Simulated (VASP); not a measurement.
# MoS2 (P-3m1) in VASP: settings compared

The runs below take MoS2 through single point, relaxation of cell and atoms, with PBE exchange alone, LDA+U, PBE+U, r2SCAN+U.

All numbers are computed with VASP 6.6.1; they aren't measurements. Logs are shortened: lines on timing, memory, paths and dates and some standing lists are left out, and cuts for length are marked.

## Step 1: The cell of the first run

Symmetry: P-3m1, No. 164, trigonal system. Conventional cell: a = 3.438 Å, b = 3.438 Å, c = 7.993 Å, α = 90.00°, β = 90.00°, γ = 120.00°. Mo (site symmetry -3m) has 6 S at 2.52 Å within 3.3 Å. Within 3.3 Å of S (site symmetry 3m) lie 3 Mo at 2.52 Å.

## Step 2: Single point, PBE exchange alone

File INCAR:

```
SYSTEM = MoS2
  AGGAC = 0.0
  ALDAC = 0.0
  ALGO = Normal
  EDIFF = 1E-6
  ENCUT = 520
  GGA = PE
  ISIF = 2
  ISMEAR = -1
  LASPH = .True.
  LCHARG = .False.
  LREAL = .False.
  LWAVE = .False.
  NBANDS = 20
  NELM = 100
  PREC = Accurate
  SIGMA = 0.05
```

File KPOINTS:

```
k-points
0
Gamma
  9 9 4
  0 0 0
```

File POSCAR:

```
MoS2
1.0
    3.4376720746      0.0000000000      0.0000000000
   -1.7188360373      2.9771113465      0.0000000000
    0.0000000000      0.0000000000      7.9931986466
Mo S
1 2
Direct
    0.0000000000      0.0000000000      0.5000000000
    0.6666666667      0.3333333333      0.6943457461
    0.3333333333      0.6666666667      0.3056542539
```

Potentials or basis: VASP PAW PBE potentials, release 64 (Mo_sv, S).

Run with:

```sh
$ cat potpaw_PBE.64/Mo_sv/POTCAR potpaw_PBE.64/S/POTCAR > POTCAR
$ mpirun -np 1 vasp_std > vasp.out
```

OUTCAR:

```text
SYSTEM = MoS2
   EDIFF = 1E-6
   ENCUT = 520
   GGA = PE
   ISIF = 2
   ISMEAR = -1
   LASPH = .True.
   LREAL = .False.
   NELM = 100
   PREC = Accurate

 ion  position               nearest neighbor table
   1  0.000  0.000  0.500-   2 2.52   3 2.52   2 2.52   3 2.52   2 2.52   3 2.52
   2  0.667  0.333  0.694-   1 2.52   1 2.52   1 2.52
   3  0.333  0.667  0.306-   1 2.52   1 2.52   1 2.52

  LATTYP: Found a hexagonal cell.
 ALAT       =     3.4376720746
 C/A-ratio  =     2.3251777578

  Lattice vectors:

 A1 = (   3.4376720746,   0.0000000000,   0.0000000000)
 A2 = (  -1.7188360373,   2.9771113465,   0.0000000000)
 A3 = (   0.0000000000,   0.0000000000,   7.9931986466)

Analysis of symmetry for initial positions (statically):
=====================================================================
 Subroutine PRICEL returns:
 Original cell was already a primitive cell.

 Routine SETGRP: Setting up the symmetry group for a
 hexagonal supercell.

 Subroutine GETGRP returns: Found 12 space group operations
 (whereof 12 operations were pure point group operations)
 out of a pool of 24 trial point group operations.

The static configuration has the point symmetry D_3d.

Analysis of symmetry for dynamics (positions and initial velocities):
=====================================================================
 Subroutine PRICEL returns:
 Original cell was already a primitive cell.

 Routine SETGRP: Setting up the symmetry group for a
 hexagonal supercell.

 Subroutine GETGRP returns: Found 12 space group operations
 (whereof 12 operations were pure point group operations)
 out of a pool of 24 trial point group operations.

The dynamic configuration has the point symmetry D_3d.

 Subroutine INISYM returns: Found 12 space group operations
 (whereof 12 operations are pure point group operations),
 and found     1 'primitive' translations

----------------------------------------------------------------------------------------

                                     Primitive cell

  volume of cell :      81.8051

  direct lattice vectors                    reciprocal lattice vectors
     3.437672075  0.000000000  0.000000000     0.290894529  0.167948035  0.000000000
    -1.718836037  2.977111347  0.000000000     0.000000000  0.335896070  0.000000000
     0.000000000  0.000000000  7.993198647     0.000000000  0.000000000  0.125106362

  length of vectors
     3.437672075  3.437672075  7.993198647     0.335896070  0.335896070  0.125106362

  position of ions in fractional coordinates (direct lattice)
     0.000000000  0.000000000  0.500000000
     0.666666667  0.333333333  0.694345746
     0.333333333  0.666666667  0.305654254

  ion indices of the primitive-cell ions
   primitive index   ion index
                 1           1
                 2           2
                 3           3

----------------------------------------------------------------------------------------

 KPOINTS: k-points

Automatic generation of k-mesh.
 Grid dimensions read from file:
 generate k-points for:    9    9    4

 Generating k-lattice:

  Cartesian coordinates                     Fractional coordinates (reciprocal lattice)
     0.032321614  0.018660893  0.000000000     0.111111111  0.000000000  0.000000000
     0.000000000  0.037321786  0.000000000     0.000000000  0.111111111  0.000000000
     0.000000000  0.000000000  0.031276590     0.000000000  0.000000000  0.250000000

  Length of vectors
     0.037321786  0.037321786  0.031276590

  Shift w.r.t. Gamma in fractional coordinates (k-lattice)
     0.000000000  0.000000000  0.000000000

 Subroutine IBZKPT returns following result:
 ===========================================

 Found     43 irreducible k-points:

 Following reciprocal coordinates:
            Coordinates               Weight
  0.000000  0.000000  0.000000      1.000000
  0.111111  0.000000  0.000000      6.000000
  0.222222  0.000000  0.000000      6.000000
  0.333333  0.000000  0.000000      6.000000
  0.444444  0.000000  0.000000      6.000000
  0.111111  0.111111  0.000000      6.000000
[... 16 lines left out ...]
  0.222222  0.111111  0.250000     12.000000
 -0.111111  0.333333  0.250000     12.000000
 [... further k-points ...]
   k-points           NKPTS =     43   k-points in BZ     NKDIM =     43   number of bands    NBANDS=     20
   number of dos      NEDOS =    301   number of ions     NIONS =      3
   total plane-waves  NPLWV =  47040
   dimension x,y,z NGX =    28 NGY =   28 NGZ =   60
   dimension x,y,z NGXF=    56 NGYF=   56 NGZF=  120
   ions per type =               1   2
   NGX,Y,Z   is equivalent  to a cutoff of  13.54, 13.54, 12.48 a.u.
   NGXF,Y,Z  is equivalent  to a cutoff of  27.08, 27.08, 24.96 a.u.
 SYSTEM =  MoS2
   PREC   = accura    normal or accurate (medium, high low for compatibility)
   ISTART =      0    job   : 0-new  1-cont  2-samecut
   ICHARG =      2    charge: 1-file 2-atom 10-const
   ISPIN  =      1    spin polarized calculation?
   LNONCOLLINEAR =      F non collinear calculations
   LSORBIT =      F    spin-orbit coupling
   LASPH  =      T    aspherical Exc in radial PAW
   ENCUT  =  520.0 eV  38.22 Ry    6.18 a.u.   6.39  6.39 14.86*2*pi/ulx,y,z
   NELM   =    100;   NELMIN=  2; NELMDL= -5     # of ELM steps
   EDIFF  = 0.1E-05   stopping-criterion for ELM
   LREAL  =      F    real-space projection
[... 7 lines left out ...]
   TEBEG  =    0.0;   TEEND  =   0.0 temperature during run
   PSTRESS=    0.0 pullay stress
   NELECT =      26.0000    total number of electrons
   NUPDOWN=      -1.0000    fix difference up-down
   EMIN   =  10.00;   EMAX   =-10.00  energy-range for DOS
   EFERMI =   0.00;   METHOD = LEGACY
   ISMEAR =    -1;   SIGMA  =   0.05  broadening in eV -4-tet -1-fermi 0-gaus
   EFERMI_NEDOS =   21; number of points for ismear=-14 and -15
   IALGO  =     38    algorithm
   IMIX   =      4    mixing-type and parameters
     AMIX     =   0.40;   BMIX     =  1.00
     AMIX_MAG =   1.60;   BMIX_MAG =  1.00
  volume/ion in A,a.u.               =      27.27       184.02
  Fermi-wavevector in a.u.,A,eV,Ry     =   1.117221  2.111242 16.982569  1.248184
  Thomas-Fermi vector in A             =   2.253842
   LORBIT       =      0    0 simple, 1 ext, 2 COOP (PROOUT), +10 PAW based schemes
   GGA     = PE    functional components
   LHFCALC =     F    Hartree Fock is set to
   AEXX    =    0.0000 exact exchange contribution
   IVDW    =     0    specifies the selected vdW correction
   LEPSILON=     F    determine dielectric tensor
   LRPA    =     F    only Hartree local field effects (RPA)
 non-spin polarized calculation
  energy-cutoff  :      520.00
  volume of cell :       81.81
 maximum number of plane-waves:      2237
 NGX is ok and might be reduce to    28
   NGX = 13   NGY = 13   NGZ = 29

 number of electron      26.0000004 magnetization

 Free energy of the ion-electron system (eV)
  ---------------------------------------------------
  ext. energy  EPLUGINS =         0.00000000
  ---------------------------------------------------
  free energy    TOTEN  =       -16.38327178 eV

  energy without entropy =      -16.36768619  energy(sigma->0) =      -16.37547898

 E-fermi :   4.4456     XC(G=0):  -7.0785

 val. band max:        4.3908595310   @ k =   0.3333   0.2222   0.0000
 cond. band min:       4.4686798702   @ k =   0.0000   0.1111   0.2500
 fundamental gap:      0.0778203393
 Fermi energy:         4.4456116226

 k-point     1 :       0.0000    0.0000    0.0000
  band No.  band energies     occupation
      1     -57.3599      2.00000
      2     -31.4155      2.00000
      3     -31.4155      2.00000
      4     -31.2782      2.00000
      5      -9.3439      2.00000
      6      -8.3551      2.00000
[... 12 lines left out ...]
     19      10.5918      0.00000
     20      12.1372      0.00000

 k-point     2 :       0.1111    0.0000    0.0000
  band No.  band energies     occupation
      1     -57.3585      2.00000
      2     -31.4340      2.00000
      3     -31.4198      2.00000
      4     -31.2748      2.00000
      5      -9.2081      2.00000
      6      -8.3260      2.00000
[... 12 lines left out ...]
     19      11.2954      0.00000
     20      12.3617      0.00000

 k-point     3 :       0.2222    0.0000    0.0000
  band No.  band energies     occupation
      1     -57.3548      2.00000
      2     -31.4806      2.00000
      3     -31.4309      2.00000
      4     -31.2662      2.00000
      5      -8.8441      2.00000
      6      -8.2460      2.00000
[... 12 lines left out ...]
     19      11.9693      0.00000
     20      12.1251      0.00000

 k-point     4 :       0.3333    0.0000    0.0000
  band No.  band energies     occupation
      1     -57.3505      2.00000
      2     -31.5331      2.00000
      3     -31.4434      2.00000
      4     -31.2563      2.00000
      5      -8.4237      2.00000
      6      -8.0995      2.00000
[... 12 lines left out ...]
     19      11.0186      0.00000
     20      11.3523      0.00000

 k-point     5 :       0.4444    0.0000    0.0000
  band No.  band energies     occupation
      1     -57.3478      2.00000
      2     -31.5671      2.00000
      3     -31.4516      2.00000
      4     -31.2498      2.00000
      5      -8.2499      2.00000
      6      -7.8493      2.00000
[... 12 lines left out ...]
     19      10.3283      0.00000
     20      11.8609      0.00000

 k-point     6 :       0.1111    0.1111    0.0000
  band No.  band energies     occupation
      1     -57.3559      2.00000
      2     -31.4649      2.00000
      3     -31.4292      2.00000
      4     -31.2688      2.00000
      5      -8.9565      2.00000
      6      -8.2726      2.00000
[... 12 lines left out ...]
     19      12.3110      0.00000
     20      12.4535      0.00000

 k-point     7 :       0.2222    0.1111    0.0000
  band No.  band energies     occupation
      1     -57.3519      2.00000
      2     -31.5106      2.00000
      3     -31.4449      2.00000
      4     -31.2595      2.00000
      5      -8.5431      2.00000
      6      -8.1766      2.00000
[... 12 lines left out ...]
     19      11.7726      0.00000
     20      12.3128      0.00000
[... 277 lines left out ...]
 k-point    20 :       0.4444    0.0000    0.2500
  band No.  band energies     occupation
      1     -57.3478      2.00000
      2     -31.5671      2.00000
      3     -31.4516      2.00000
      4     -31.2498      2.00000
      5      -8.2516      2.00000
      6      -7.8471      2.00000
[... 12 lines left out ...]
     19      10.2768      0.00000
     20      11.6879      0.00000

 k-point    21 :       0.0000    0.4444    0.2500
  band No.  band energies     occupation
      1     -57.3478      2.00000
      2     -31.5671      2.00000
      3     -31.4516      2.00000
      4     -31.2498      2.00000
      5      -8.2499      2.00000
      6      -7.8493      2.00000
[... 12 lines left out ...]
     19      10.3632      0.00000
     20      11.7854      0.00000

 k-point    22 :       0.1111    0.1111    0.2500
  band No.  band energies     occupation
      1     -57.3559      2.00000
      2     -31.4649      2.00000
      3     -31.4292      2.00000
      4     -31.2688      2.00000
      5      -8.9534      2.00000
      6      -8.2769      2.00000
[... 12 lines left out ...]
     19      12.1040      0.00000
     20      12.3668      0.00000

 k-point    23 :       0.2222    0.1111    0.2500
  band No.  band energies     occupation
      1     -57.3519      2.00000
      2     -31.5106      2.00000
      3     -31.4449      2.00000
      4     -31.2595      2.00000
      5      -8.5414      2.00000
      6      -8.1785      2.00000
[... 12 lines left out ...]
     19      11.6753      0.00000
     20      12.2308      0.00000

 k-point    24 :      -0.1111    0.3333    0.2500
  band No.  band energies     occupation
      1     -57.3519      2.00000
      2     -31.5106      2.00000
      3     -31.4449      2.00000
      4     -31.2595      2.00000
      5      -8.5398      2.00000
      6      -8.1804      2.00000
[... 12 lines left out ...]
     19      11.7731      0.00000
     20      12.4857      0.00000

 [... further k-points ...]

------------------------ aborting loop because EDIFF is reached ----------------------------------------

  FORCE on cell =-STRESS in cart. coord.  units (eV):
  Direction    XX          YY          ZZ          XY          YZ          ZX
  --------------------------------------------------------------------------------------
  -------------------------------------------------------------------------------------
  Total       -0.0531461     -0.0531461     -0.0352991     -0.0000000      0.0000000      0.0000000
  in kB       -1.0408827     -1.0408827     -0.6913445     -0.0000000      0.0000000      0.0000000
  external PRESSURE =      -0.9243700 kB  Pullay stress =       0.0000000 kB

 VOLUME and BASIS-vectors are now :
 -----------------------------------------------------------------------------
  energy-cutoff  :      520.00
  volume of cell :       81.81
      direct lattice vectors                 reciprocal lattice vectors
     3.437672075  0.000000000  0.000000000     0.290894529  0.167948035  0.000000000
    -1.718836037  2.977111347  0.000000000     0.000000000  0.335896070  0.000000000
     0.000000000  0.000000000  7.993198647     0.000000000  0.000000000  0.125106362

 POSITION                                       TOTAL-FORCE (eV/Angst)
 -----------------------------------------------------------------------------------
      0.00000      0.00000      3.99660         0.000000      0.000000      0.000000
      1.71884      0.99237      5.55004        -0.000000     -0.000000     -0.010293
     -0.00000      1.98474      2.44316        -0.000000      0.000000      0.010293
 -----------------------------------------------------------------------------------
    total drift:                               -0.000000     -0.000000     -0.000000

  FREE ENERGIE OF THE ION-ELECTRON SYSTEM (eV)
  ---------------------------------------------------
  free  energy   TOTEN  =       -16.3832717809 eV

  energy  without entropy=      -16.3676861867  energy(sigma->0) =      -16.37547898
```

Wall time 1.8 min (1 thread of Intel Xeon 8259CL, shared host); peak memory 0.24 GiB.

Results:

* Free energy: -16.3833 eV
* Pressure: -0.1 GPa
* Largest force: 0.010 eV/Å
* Band gap on the k mesh: zero (bands 13 and 14 overlap by 0.91 eV)

Forces on the atoms (eV/Å):
```
Mo   0.000  0.000  0.000
S    0.000  0.000 -0.010
S    0.000  0.000  0.010
```

(Part 1 of 3 ends here.)
